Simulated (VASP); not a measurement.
# Y2MgC2 (P-3m1) in VASP: notebook, part 2 of 2

VASP 6.6.1.

**5. Relaxation of cell and atoms, PBE**

This run uses another cell than the first one, of 16.44 Å³/atom, 1.066 times its volume.

The input, INCAR:

```
SYSTEM = Y2MgC2
  ALGO = Normal
  EDIFF = 1E-6
  EDIFFG = -0.04
  ENCUT = 600
  GGA = PE
  IBRION = 2
  ISIF = 3
  ISMEAR = 0
  LASPH = .True.
  LCHARG = .False.
  LREAL = .False.
  LWAVE = .False.
  NELM = 100
  NSW = 90
  PREC = Accurate
  SIGMA = 0.1
```

The input, KPOINTS:

```
k-points
0
Gamma
  6 6 4
  0 0 0
```

The input, POSCAR:

```
Y2MgC2
1.0
    4.2035244189      0.0000000000      0.0000000000
   -2.1017622094      3.6403589322      0.0000000000
    0.0000000000      0.0000000000      5.3731571753
Y Mg C
2 1 2
Direct
    0.3333333333      0.6666666667      0.2823880217
    0.6666666667      0.3333333333      0.7176119783
    0.0000000000      0.0000000000      0.0000000000
    0.3333333333      0.6666666667      0.7814075592
    0.6666666667      0.3333333333      0.2185924408
```

On the command line:

```console
cat potpaw_PBE.64/Y_sv/POTCAR potpaw_PBE.64/Mg/POTCAR potpaw_PBE.64/C/POTCAR > POTCAR
mpirun -np 1 vasp_std > vasp.out
```

Run time: 2.4 min. Hardware: 1 thread of Oxide Virtual Turin-like, shared host; peak memory 0.25 GiB.

It converged, with:

* Free energy: -32.6275 eV
* Relaxed volume: 16.49 Å³/atom
* Relaxed cell: a = 4.224 Å, b = 4.224 Å, c = 5.334 Å, α = 90.00°, β = 90.00°, γ = 120.00°
* Space group after relaxing (to 0.05 Å): P-3m1 (No. 164)
* Energy gained by relaxing: 1.3 meV/atom
* Ionic steps: 3
* Pressure after relaxing: -0.1 GPa
* Largest force after relaxing: 0.033 eV/Å
* Band gap on the k mesh: zero (band 16 reaches 4.77 eV, above the bottom of band 17 at 3.93 eV)

Forces on the atoms (eV/Å):
```
Y    0.000  0.000  0.033
Y    0.000  0.000 -0.033
Mg   0.000  0.000  0.000
C    0.000  0.000 -0.005
C    0.000  0.000  0.005
```

Stress tensor (GPa, compression positive):
```
-0.03  0.00  0.00
 0.00 -0.03  0.00
 0.00  0.00 -0.29
```

Step by step:
```csv
step,energy change (eV),largest force (eV/Å),pressure (GPa),volume (Å³)
1,0.0000,0.1628,0.08,82.22
2,-0.0045,0.0749,-0.02,82.32
3,-0.0064,0.0329,-0.12,82.43
```

Final structure:
```cif
data_structure
_symmetry_space_group_name_H-M 'P 1'
_symmetry_Int_Tables_number 1
_cell_length_a 4.2244
_cell_length_b 4.2244
_cell_length_c 5.3338
_cell_angle_alpha 90.000
_cell_angle_beta 90.000
_cell_angle_gamma 120.000
_cell_volume 82.43
loop_
_atom_site_label
_atom_site_type_symbol
_atom_site_fract_x
_atom_site_fract_y
_atom_site_fract_z
_atom_site_occupancy
Y1 Y 0.33333 0.66667 0.27915 1
Y2 Y 0.66667 0.33333 0.72085 1
Mg1 Mg 0.00000 0.00000 0.00000 1
C1 C 0.33333 0.66667 0.77933 1
C2 C 0.66667 0.33333 0.22067 1
```

Levels at points of the mesh, in eV from the Fermi level:
```csv
k point,band 14,band 15,band 16,band 17,band 18,band 19
"(0.00, 0.00, 0.00)",-2.08,-2.08,0.49,0.58,1.50,1.50
"(0.50, 0.00, 0.00)",-1.52,-1.33,-0.39,1.04,1.49,1.97
"(0.00, 0.00, 0.50)",-2.27,-2.27,-1.76,1.62,1.83,3.35
"(0.50, 0.00, 0.50)",-1.93,-1.54,-0.58,1.64,1.86,2.72
```

**6. Relaxation of cell and atoms, PBE, collinear spin, ferromagnetic start**

The input, INCAR:

```
PREC = Accurate
ENCUT = 600
EDIFF = 1E-6
ISMEAR = 0
SIGMA = 0.1
LREAL = False
LASPH = True
NELM = 150
ALGO = Normal
ISIF = 3
LWAVE = False
LCHARG = False
ISPIN = 2
MAGMOM = 0 0 0 1 1
LORBIT = 11
LMAXMIX = 4
GGA = PE
IBRION = 2
NSW = 90
EDIFFG = -0.04
```

The input, KPOINTS:

```
Automatic mesh
0
Gamma
  6 6 2
```

The input, POSCAR:

```
Y2MgC2
1.0
    3.2421031100      0.0000000000      0.0000000000
   -1.6210515600      2.8077436600      0.0000000000
    0.0000000000      0.0000000000      8.4766730300
Y Mg C
2 1 2
Direct
    0.3333333300      0.6666666700      0.1410000000
    0.6666666700      0.3333333300      0.8590000000
    0.0000000000      0.0000000000      0.0000000000
    0.3333333300      0.6666666700      0.6670000000
    0.6666666700      0.3333333300      0.3330000000
```

Potentials or basis: VASP PAW PBE potentials, release 64 (Y_sv, Mg, C).

On the command line:

```console
cat potpaw_PBE.64/Y_sv/POTCAR potpaw_PBE.64/Mg/POTCAR potpaw_PBE.64/C/POTCAR > POTCAR
mpirun -np 1 vasp_std > vasp.out
```

It took 52 min on 1 thread of Oxide Virtual Turin-like, shared host; peak memory 0.28 GiB.

Results (log left out):

```yaml
Free_energy: -32.5475 eV
Relaxed_volume: 16.40 Å³/atom
Relaxed_cell: a = 4.187 Å, b = 4.187 Å, c = 5.400 Å, α = 90.00°, β = 90.00°, γ = 120.00°
Space_group_after_relaxing_to_0.05_Å: P-3m1 (No. 164)
Energy_gained_by_relaxing: 4422.4 meV/atom
Ionic_steps: 34
Pressure_after_relaxing: 0.1 GPa
Largest_force_after_relaxing: 0.037 eV/Å
Band_gap_on_the_k_mesh: zero (filled and empty bands overlap)
Net_moment: 0.00 μB per cell
Valence_electrons_inside_the_program's_atomic_spheres: Y 9.90; Mg 0.40; C 2.25
```

Forces on the atoms (eV/Å):
```
Y    0.000  0.000 -0.019
Y    0.000  0.000  0.019
Mg   0.000  0.000  0.000
C    0.000  0.000  0.037
C    0.000  0.000 -0.037
```

Stress tensor (GPa, compression positive):
```
 0.25  0.00  0.00
 0.00  0.25  0.00
 0.00  0.00 -0.24
```

Step by step:
```
step  energy change (eV)  largest force (eV/Å)  pressure (GPa)  volume (Å³)
   1              0.0000               13.5693           56.62        77.16
   2            -14.7374                2.5784           -8.63       155.29
   3            -14.8378                2.9281           -6.52       142.95
   4            -14.8299                2.9826           -6.17       141.36
   5            -16.6846                2.3245           -1.62       127.08
   6            -17.2061                1.2087            5.39       117.01
   7            -17.8854                0.8451            1.07       125.96
   8            -18.2966                0.8644           -3.84       136.12
   9            -17.5352                0.4316          -12.10       157.69
  10            -18.3494                0.8191           -5.30       139.44
  11            -18.7208                0.7461           -6.50       137.12
  12            -19.2956                1.1954          -12.06       129.84
  13            -19.2914                0.4618          -10.31       131.93
  14            -19.9094                0.8437           -9.78       121.41
  15            -20.6248                1.8931           -7.98       104.57
  16            -20.6868                2.6190           -6.42        98.22
  17            -20.6859                2.2940           -7.12       100.75
  18            -21.0542                1.5210           -3.52        95.93
  19            -21.2326                1.0980            2.69        89.93
  20            -21.4085                0.8983            1.65        89.96
  21            -21.6974                0.3096           -1.08        89.66
  22            -21.7560                0.2558           -2.24        89.30
  23            -21.8537                0.4201           -4.31        88.15
  24            -21.6246                1.6698           -0.41        83.95
  25            -21.8625                0.5675           -4.60        87.93
  26            -21.9686                0.7064           -5.09        86.22
  27            -21.9174                0.9429            2.96        80.17
  28            -22.0261                0.7300           -2.08        83.45
  29            -22.0778                0.4758           -0.41        82.17
  30            -22.0894                0.2929            0.98        81.25
  31            -22.1043                0.1678            0.05        81.98
  32            -22.1086                0.0563           -0.80        82.67
  33            -22.1119                0.0460            0.16        81.92
  34            -22.1120                0.0374            0.08        81.99
```

Final structure:
```cif
data_structure
_symmetry_space_group_name_H-M 'P 1'
_symmetry_Int_Tables_number 1
_cell_length_a 4.1869
_cell_length_b 4.1869
_cell_length_c 5.4004
_cell_angle_alpha 90.000
_cell_angle_beta 90.000
_cell_angle_gamma 120.000
_cell_volume 81.99
loop_
_atom_site_label
_atom_site_type_symbol
_atom_site_fract_x
_atom_site_fract_y
_atom_site_fract_z
_atom_site_occupancy
Y1 Y 0.33333 0.66667 0.28366 1
Y2 Y 0.66667 0.33333 0.71634 1
Mg1 Mg 0.00000 0.00000 0.00000 1
C1 C 0.33333 0.66667 0.78041 1
C2 C 0.66667 0.33333 0.21959 1
```

Levels at points of the mesh, in eV from the Fermi level:
Spin up:
```csv
k point,band 13,band 14,band 15,band 16,band 17,band 18,band 19,band 20
"(0.00, 0.00, 0.00)",-2.18,-1.99,-1.99,0.57,0.73,1.58,1.58,3.61
"(0.50, 0.00, 0.00)",-1.53,-1.51,-1.30,-0.31,1.18,1.68,2.01,3.08
"(0.00, 0.00, 0.50)",-2.46,-2.14,-2.14,-1.62,1.90,2.02,3.26,3.26
"(0.50, 0.00, 0.50)",-2.10,-1.82,-1.40,-0.40,1.75,2.08,2.60,3.13
```
Spin down:
| k point | band 13 | band 14 | band 15 | band 16 | band 17 | band 18 | band 19 | band 20 |
| --- | --- | --- | --- | --- | --- | --- | --- | --- |
| (0.00, 0.00, 0.00) | -2.18 | -1.99 | -1.99 | 0.57 | 0.73 | 1.58 | 1.58 | 3.61 |
| (0.50, 0.00, 0.00) | -1.53 | -1.51 | -1.30 | -0.31 | 1.18 | 1.68 | 2.01 | 3.08 |
| (0.00, 0.00, 0.50) | -2.46 | -2.14 | -2.14 | -1.62 | 1.90 | 2.02 | 3.26 | 3.26 |
| (0.50, 0.00, 0.50) | -2.10 | -1.82 | -1.40 | -0.40 | 1.75 | 2.08 | 2.60 | 3.13 |

Caveat: the k points lie up to 0.58 Å⁻¹ apart in the final cell.

**7. Summary**

```tsv
task	spin	cell	k mesh	cutoff (eV)	gap on the mesh (eV)	pressure (GPa)	moment (μB)	relaxed volume (Å³/atom)	largest force (eV/Å)
single point	collinear, ferromagnetic start	a = 3.242, b = 3.242, c = 8.477 Å, angles 90.0, 90.0, 120.0°, 5 atoms	6 × 6 × 2	520	none	56.6	0.80	-	13.57
single point	off	a = 4.221, b = 4.221, c = 5.338 Å, angles 90.0, 90.0, 120.0°, 5 atoms	6 × 6 × 4	520	none	0.0	-	-	0.02
single point	collinear, ferromagnetic start	a = 4.204, b = 4.204, c = 5.373 Å, angles 90.0, 90.0, 120.0°, 5 atoms	6 × 6 × 2	520	none	0.1	0.00	-	0.01
relaxation of cell and atoms	off	relaxed from a = 4.204, b = 4.204, c = 5.373 Å, angles 90.0, 90.0, 120.0°, 5 atoms	6 × 6 × 4	600	none	-0.1	-	16.49	0.03
relaxation of cell and atoms	collinear, ferromagnetic start	relaxed from a = 3.242, b = 3.242, c = 8.477 Å, angles 90.0, 90.0, 120.0°, 5 atoms	6 × 6 × 2	600	none	0.1	0.00	16.40	0.04
```

Alike in all rows: level PBE; potentials or basis VASP PAW PBE potentials, release 64 (Y_sv, Mg, C); smearing gaussian 0.1 eV.

Caveats: some runs use coarse meshes; forces of over 1 eV/Å act on the atoms, so gaps and moduli don't describe the material at rest (some runs).

Absolute energies hang on the potentials; compare differences alone.
